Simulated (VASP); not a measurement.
# Co (P6_3/mmc) in VASP: notebook

Runs on Co. Level: PBE. Tasks: single point.

Everything below comes from runs of VASP 6.6.1. Logs are shortened: lines on timing, memory, paths and dates and some standing lists are left out, and cuts for length are marked.

## 1. The cell of the first run

The structure is hexagonal, space group P6_3/mmc (No. 194). Conventional cell: a = 2.507 Å, b = 2.507 Å, c = 4.070 Å, α = 90.00°, β = 90.00°, γ = 120.00°. Co (site symmetry -6m2) has 12 Co at 2.50 to 2.51 Å within 3.3 Å.

## 2. Single point, PBE, collinear spin, antiferromagnetic start

INCAR reads:

```
PREC = Accurate
ENCUT = 520
EDIFF = 1E-6
ISMEAR = -1
SIGMA = 0.15
LREAL = False
LASPH = True
NELM = 150
ALGO = Normal
ISIF = 2
LWAVE = False
LCHARG = False
ISPIN = 2
MAGMOM = 1.8 -1.8
LORBIT = 11
LMAXMIX = 4
GGA = PE
NBANDS = 20
```

KPOINTS reads:

```
regular mesh
0
Gamma
  12 12 6
```

POSCAR reads:

```
Co
1.0
    2.5074000000      0.0000000000      0.0000000000
   -1.2537000000      2.1714721000      0.0000000000
    0.0000000000      0.0000000000      4.0699000000
Co
2
Direct
    0.3333333300      0.6666666700      0.2500000000
    0.6666666700      0.3333333300      0.7500000000
```

Potentials or basis: VASP PAW PBE potentials, release 64 (Co).

Started as:

```bash
> cat potpaw_PBE.64/Co/POTCAR > POTCAR
> mpirun -np 1 vasp_std > vasp.out
```

OUTCAR:

```text
PREC = Accurate
   ENCUT = 520
   EDIFF = 1E-6
   ISMEAR = -1
   LREAL = False
   LASPH = True
   NELM = 150
   ISIF = 2
   ISPIN = 2
   LORBIT = 11
   GGA = PE

 ion  position               nearest neighbor table
   1  0.333  0.667  0.250-   2 2.50   2 2.50   2 2.50   2 2.50   2 2.50   2 2.50
   2  0.667  0.333  0.750-   1 2.50   1 2.50   1 2.50   1 2.50   1 2.50   1 2.50

  LATTYP: Found a hexagonal cell.
 ALAT       =     2.5074000000
 C/A-ratio  =     1.6231554598

  Lattice vectors:

 A1 = (   2.5074000000,   0.0000000000,   0.0000000000)
 A2 = (  -1.2537000000,   2.1714721000,   0.0000000000)
 A3 = (   0.0000000000,   0.0000000000,   4.0699000000)

Analysis of symmetry for initial positions (statically):
=====================================================================
 Subroutine PRICEL returns:
 Original cell was already a primitive cell.

 Routine SETGRP: Setting up the symmetry group for a
 hexagonal supercell.

 Subroutine GETGRP returns: Found 24 space group operations
 (whereof 12 operations were pure point group operations)
 out of a pool of 24 trial point group operations.

The static configuration has the point symmetry D_3d.
 The point group associated with its full space group is D_6h.

Analysis of symmetry for dynamics (positions and initial velocities):
=====================================================================
 Subroutine PRICEL returns:
 Original cell was already a primitive cell.

 Routine SETGRP: Setting up the symmetry group for a
 hexagonal supercell.

 Subroutine GETGRP returns: Found 24 space group operations
 (whereof 12 operations were pure point group operations)
 out of a pool of 24 trial point group operations.

The dynamic configuration has the point symmetry D_3d.
 The point group associated with its full space group is D_6h.

Analysis of structural, dynamic, and magnetic symmetry:
=====================================================================
 Subroutine PRICEL returns:
 Original cell was already a primitive cell.

 Routine SETGRP: Setting up the symmetry group for a
 hexagonal supercell.

 Subroutine GETGRP returns: Found 24 space group operations
 (whereof 12 operations were pure point group operations)
 out of a pool of 24 trial point group operations.

The overall configuration has the point symmetry D_3d.
 The point group associated with its full space group is D_6h.

 Subroutine INISYM returns: Found 24 space group operations
 (whereof 12 operations are pure point group operations),
 and found     1 'primitive' translations

----------------------------------------------------------------------------------------

                                     Primitive cell

  volume of cell :      22.1596

  direct lattice vectors                    reciprocal lattice vectors
     2.507400000  0.000000000  0.000000000     0.398819494  0.230258542  0.000000000
    -1.253700000  2.171472100  0.000000000     0.000000000  0.460517084  0.000000000
     0.000000000  0.000000000  4.069900000     0.000000000  0.000000000  0.245706283

  length of vectors
     2.507400000  2.507400002  4.069900000     0.460517085  0.460517084  0.245706283

  position of ions in fractional coordinates (direct lattice)
     0.333333330  0.666666670  0.250000000
     0.666666670  0.333333330  0.750000000

  ion indices of the primitive-cell ions
   primitive index   ion index
                 1           1
                 2           2

----------------------------------------------------------------------------------------

 KPOINTS: regular mesh

Automatic generation of k-mesh.
 Grid dimensions read from file:
 generate k-points for:   12   12    6

 Generating k-lattice:

  Cartesian coordinates                     Fractional coordinates (reciprocal lattice)
     0.033234958  0.019188212  0.000000000     0.083333333  0.000000000  0.000000000
     0.000000000  0.038376424  0.000000000     0.000000000  0.083333333  0.000000000
     0.000000000  0.000000000  0.040951047     0.000000000  0.000000000  0.166666667

  Length of vectors
     0.038376424  0.038376424  0.040951047

  Shift w.r.t. Gamma in fractional coordinates (k-lattice)
     0.000000000  0.000000000  0.000000000

 Subroutine IBZKPT returns following result:
 ===========================================

 Found     76 irreducible k-points:

 Following reciprocal coordinates:
            Coordinates               Weight
  0.000000  0.000000  0.000000      1.000000
  0.083333  0.000000  0.000000      6.000000
  0.166667  0.000000  0.000000      6.000000
  0.250000  0.000000  0.000000      6.000000
  0.333333  0.000000  0.000000      6.000000
  0.416667 -0.000000  0.000000      6.000000
[... 16 lines left out ...]
  0.250000  0.000000  0.166667     12.000000
  0.333333  0.000000  0.166667     12.000000
 [... further k-points ...]
   k-points           NKPTS =     76   k-points in BZ     NKDIM =     76   number of bands    NBANDS=     20
   number of dos      NEDOS =    301   number of ions     NIONS =      2
   total plane-waves  NPLWV =  12000
   dimension x,y,z NGX =    20 NGY =   20 NGZ =   30
   dimension x,y,z NGXF=    40 NGYF=   40 NGZF=   60
   ions per type =               2
   NGX,Y,Z   is equivalent  to a cutoff of  13.26, 13.26, 12.25 a.u.
   NGXF,Y,Z  is equivalent  to a cutoff of  26.52, 26.52, 24.51 a.u.
 SYSTEM =  unknown system
   PREC   = accura    normal or accurate (medium, high low for compatibility)
   ISTART =      0    job   : 0-new  1-cont  2-samecut
   ICHARG =      2    charge: 1-file 2-atom 10-const
   ISPIN  =      2    spin polarized calculation?
   LNONCOLLINEAR =      F non collinear calculations
   LSORBIT =      F    spin-orbit coupling
   LASPH  =      T    aspherical Exc in radial PAW
   ENCUT  =  520.0 eV  38.22 Ry    6.18 a.u.   4.66  4.66  7.57*2*pi/ulx,y,z
   NELM   =    150;   NELMIN=  2; NELMDL= -5     # of ELM steps
   EDIFF  = 0.1E-05   stopping-criterion for ELM
   LREAL  =      F    real-space projection
   EDIFFG = 0.1E-04   stopping-criterion for IOM
   NSW    =      0    number of steps for IOM
   IBRION =     -1    ionic relax: 0-MD 1-quasi-New 2-CG
   NFREE  =      0    steps in history (QN), initial steepest desc. (CG)
   ISIF   =      2    stress and relaxation
   ISYM   =      2    0-nonsym 1-usesym 2-fastsym
   POTIM  = 0.5000    time-step for ionic-motion
   TEBEG  =    0.0;   TEEND  =   0.0 temperature during run
   PSTRESS=    0.0 pullay stress
   NELECT =      18.0000    total number of electrons
   NUPDOWN=      -1.0000    fix difference up-down
   EMIN   =  10.00;   EMAX   =-10.00  energy-range for DOS
   EFERMI =   0.00;   METHOD = LEGACY
   ISMEAR =    -1;   SIGMA  =   0.15  broadening in eV -4-tet -1-fermi 0-gaus
   EFERMI_NEDOS =   21; number of points for ismear=-14 and -15
   IALGO  =     38    algorithm
   IMIX   =      4    mixing-type and parameters
     AMIX     =   0.40;   BMIX     =  1.00
     AMIX_MAG =   1.60;   BMIX_MAG =  1.00
  volume/ion in A,a.u.               =      11.08        74.77
  Fermi-wavevector in a.u.,A,eV,Ry     =   1.527490  2.886538 31.745475  2.333227
  Thomas-Fermi vector in A             =   2.635379
   LORBIT       =     11    0 simple, 1 ext, 2 COOP (PROOUT), +10 PAW based schemes
   GGA     = PE    functional components
   LHFCALC =     F    Hartree Fock is set to
   AEXX    =    0.0000 exact exchange contribution
   IVDW    =     0    specifies the selected vdW correction
   LEPSILON=     F    determine dielectric tensor
   LRPA    =     F    only Hartree local field effects (RPA)
 spin polarized calculation
  energy-cutoff  :      520.00
  volume of cell :       22.16
 maximum number of plane-waves:       609
 NGX is ok and might be reduce to    20
   NGX =  9   NGY =  9   NGZ = 15

 number of electron      18.0000002 magnetization       0.0000000

 number of electron      18.0000002 magnetization      -0.0000000

 Free energy of the ion-electron system (eV)
  ---------------------------------------------------
  ext. energy  EPLUGINS =         0.00000000
  ---------------------------------------------------
  free energy    TOTEN  =       -13.77885218 eV

  energy without entropy =      -13.40622996  energy(sigma->0) =      -13.59254107

 E-fermi :   9.8888     XC(G=0): -13.2941

 val. band max:        9.8814957837   @ k =   0.2500   0.0833   0.3333
 cond. band min:       9.8923417989   @ k =   0.3333   0.3333   0.3333
 fundamental gap:      0.0108460151
 Fermi energy:         9.8887529606

 spin component 1

 k-point     1 :       0.0000    0.0000    0.0000
  band No.  band energies     occupation
      1       1.1653      1.00000
      2       5.3526      1.00000
      3       7.9313      1.00000
      4       7.9313      1.00000
      5       8.1180      0.99999
      6       8.7179      0.99959
[... 12 lines left out ...]
     19      35.6862      0.00000
     20      35.6862      0.00000
[... 507 lines left out ...]
 k-point    24 :       0.3333    0.0000    0.1667
  band No.  band energies     occupation
      1       4.5401      1.00000
      2       6.1784      1.00000
      3       6.5304      1.00000
      4       7.3631      1.00000
      5       8.1330      0.99999
      6       8.1964      0.99999
[... 12 lines left out ...]
     19      32.8828      0.00000
     20      34.1103      0.00000

 [... further k-points ...]

 spin component 2

 k-point     1 :       0.0000    0.0000    0.0000
  band No.  band energies     occupation
      1       1.1653      1.00000
      2       5.3526      1.00000
      3       7.9313      1.00000
      4       7.9313      1.00000
      5       8.1180      0.99999
      6       8.7179      0.99959
[... 12 lines left out ...]
     19      35.6862      0.00000
     20      35.6862      0.00000
[... 507 lines left out ...]
 k-point    24 :       0.3333    0.0000    0.1667
  band No.  band energies     occupation
      1       4.5401      1.00000
      2       6.1784      1.00000
      3       6.5304      1.00000
      4       7.3631      1.00000
      5       8.1330      0.99999
      6       8.1964      0.99999
[... 12 lines left out ...]
     19      32.8828      0.00000
     20      34.1103      0.00000

 [... further k-points ...]
[... 5 lines left out ...]
  --------------------------------------------------------------------------------------
  -------------------------------------------------------------------------------------
  Total       -1.4880662     -1.4880662     -1.5219180      0.0000000      0.0000000      0.0000000
  in kB     -107.5898296   -107.5898298   -110.0373785      0.0000000      0.0000000      0.0000000
  external PRESSURE =    -108.4056793 kB  Pullay stress =       0.0000000 kB

 VOLUME and BASIS-vectors are now :
 -----------------------------------------------------------------------------
  energy-cutoff  :      520.00
  volume of cell :       22.16
      direct lattice vectors                 reciprocal lattice vectors
     2.507400000  0.000000000  0.000000000     0.398819494  0.230258542  0.000000000
    -1.253700000  2.171472100  0.000000000     0.000000000  0.460517084  0.000000000
     0.000000000  0.000000000  4.069900000     0.000000000  0.000000000  0.245706283

 POSITION                                       TOTAL-FORCE (eV/Angst)
 -----------------------------------------------------------------------------------
     -0.00000      1.44765      1.01747        -0.000000      0.000000      0.000000
      1.25370      0.72382      3.05242         0.000000     -0.000000      0.000000
 -----------------------------------------------------------------------------------
    total drift:                               -0.000000      0.000000     -0.000000

  FREE ENERGIE OF THE ION-ELECTRON SYSTEM (eV)
  ---------------------------------------------------
  free  energy   TOTEN  =       -13.7788521792 eV

  energy  without entropy=      -13.4062299639  energy(sigma->0) =      -13.59254107

 total charge

# of ion       s       p       d       tot
------------------------------------------
    1        0.475   0.498   7.260   8.233
    2        0.475   0.498   7.260   8.233
--------------------------------------------------
tot          0.949   0.997  14.520  16.466

 magnetization (x)

# of ion       s       p       d       tot
------------------------------------------
    1        0.001   0.005   0.760   0.765
    2       -0.001  -0.005  -0.760  -0.765
--------------------------------------------------
tot          0.000   0.000   0.000   0.000
```

Wall time 59 s (1 thread of Intel Xeon Platinum 8375C at 2.90GHz (Ice Lake), shared host); peak memory 0.17 GiB.

What came out:

| Item | Value |
| --- | --- |
| Free energy | -13.7789 eV |
| Pressure | -10.8 GPa |
| Band gap on the k mesh | zero (filled and empty bands overlap) |
| Net moment | 0.00 μB per cell |
| Site moments | Co +0.77, -0.77 μB |
| Valence electrons inside the program's atomic spheres | Co 8.23 |

## 3. Single point, PBE, collinear spin, antiferromagnetic start

INCAR reads:

```
SYSTEM = Co
ALGO = Normal
EDIFF = 1E-6
ENCUT = 520
GGA = PE
ISIF = 2
ISMEAR = -1
ISPIN = 2
LASPH = .TRUE.
LCHARG = .FALSE.
LMAXMIX = 4
LORBIT = 11
LREAL = .FALSE.
LWAVE = .FALSE.
MAGMOM = 1.8 -1.8
NBANDS = 20
NELM = 150
PREC = Accurate
SIGMA = 0.15
```

KPOINTS reads:

```
k-points
0
G
  12 12 6
  0 0 0
```

POSCAR is that of step 2.

Potentials or basis: VASP PAW PBE potentials, release 64 (Co).

Started as:

```bash
> cat potpaw_PBE.64/Co/POTCAR > POTCAR
> mpirun -np 1 vasp_std > vasp.out
```

Run time: 65 s. Hardware: 1 thread of Intel Xeon Platinum 8375C at 2.90GHz (Ice Lake), shared host; peak memory 0.17 GiB.

Results (log left out):

```
Free energy                                           : -13.7789 eV
Pressure                                              : -10.8 GPa
Band gap on the k mesh                                : zero (filled and empty bands overlap)
Net moment                                            : 0.00 μB per cell
Site moments                                          : Co +0.77, -0.77 μB
Valence electrons inside the program's atomic spheres : Co 8.23
```

Stress tensor (GPa, compression positive):
```
-10.76   0.00   0.00
  0.00 -10.76   0.00
  0.00   0.00 -11.00
```

Levels at points of the mesh, in eV from the Fermi level:
Spin up:
```tsv
k point	band 7	band 8	band 9	band 10	band 11	band 12
(0.00, 0.00, 0.00)	-1.17	-1.12	-1.12	-0.08	0.21	0.21
(0.50, 0.00, 0.00)	-1.33	-0.12	0.37	0.76	1.82	3.74
(0.00, 0.00, 0.50)	-1.59	-1.59	-0.44	-0.44	0.09	0.09
(0.50, 0.00, 0.50)	-0.49	-0.15	-0.07	0.77	1.82	1.84
```
Spin down:
```
           k point  band 5  band 6  band 7  band 8  band 9  band 10  band 11  band 12  band 13  band 14
(0.00, 0.00, 0.00)   -1.77   -1.17   -1.17   -1.12   -1.12    -0.08     0.21     0.21     6.64    21.77
(0.50, 0.00, 0.00)   -1.95   -1.68   -1.33   -0.12    0.37     0.76     1.82     3.74     9.73    10.36
(0.00, 0.00, 0.50)   -2.06   -1.91   -1.59   -1.59   -0.44    -0.44     0.09     0.09    14.88    14.98
(0.50, 0.00, 0.50)   -1.31   -0.54   -0.49   -0.15   -0.07     0.77     1.82     1.84     7.49     7.62
```
